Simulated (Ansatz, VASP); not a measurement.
One calculation of Pd, two programs

Contents of INCAR:

```
SYSTEM = Pd
  PREC = Accurate
  ENCUT = 520
  EDIFF = 1E-6
  ISMEAR = -1
  SIGMA = 0.1
  LREAL = .FALSE.
  LASPH = .TRUE.
  NELM = 100
  ALGO = Normal
  ISIF = 2
  LWAVE = .FALSE.
  LCHARG = .FALSE.
  GGA = RP
  NBANDS = 11
```

Contents of KPOINTS:

```
Automatic mesh
0
G
  22 22 22
  0 0 0
```

File POSCAR:

```
Pd
1.0
    0.0000000000      1.9094332665      1.9094332665
    1.9094332665      0.0000000000      1.9094332665
    1.9094332665      1.9094332665      0.0000000000
Pd
1
Direct
    0.0000000000      0.0000000000      0.0000000000
```

Input for Ansatz:

```yaml
crystal:
  lattice:
    - [0.0, 1.9094332665, 1.9094332665]
    - [1.9094332665, 0.0, 1.9094332665]
    - [1.9094332665, 1.9094332665, 0.0]
  atoms:
    - { symbol: Pd, position: [0.0, 0.0, 0.0] }
hamiltonian:
  xc: rpbe
  pseudopotentials:
    kind: paw
    azcp:
      Pd: "pseudopotentials/Pd.paw.azcp"
basis:
  ecutwfc: 420
  fft_grid_basis: typed
kpoints:
  mp_grid: { grid: [22, 22, 22], shift: [0, 0, 0] }
magnetization:
  spin_polarized: false
scf:
  occupations: { method: fermi_dirac, width: 0.1 }
output:
  stress: true
```

Alike in both runs: task single point; functional RPBE; k mesh 22 × 22 × 22; occupations fermi-dirac, width 0.1 eV; no spin polarisation.

```csv
,VASP,Ansatz
version,VASP 6.6.1,Ansatz 0.2.0
potentials or method,"VASP PAW PBE potentials, release 64 (Pd), cutoff 520 eV","plane waves (420 eV) with PAW, scalar-relativistic"
valence electrons in the cell,10,18
```

Ansatz gave:

- pressure (GPa): 26.4

Q: Estimate VASP's values.

A: Pressure (GPa): 26.0.

VASP's potentials were made for PBE, not for RPBE. VASP's potentials hold 10 valence electrons a cell and Ansatz's 18, so a difference there can come from the potentials and not from the codes.
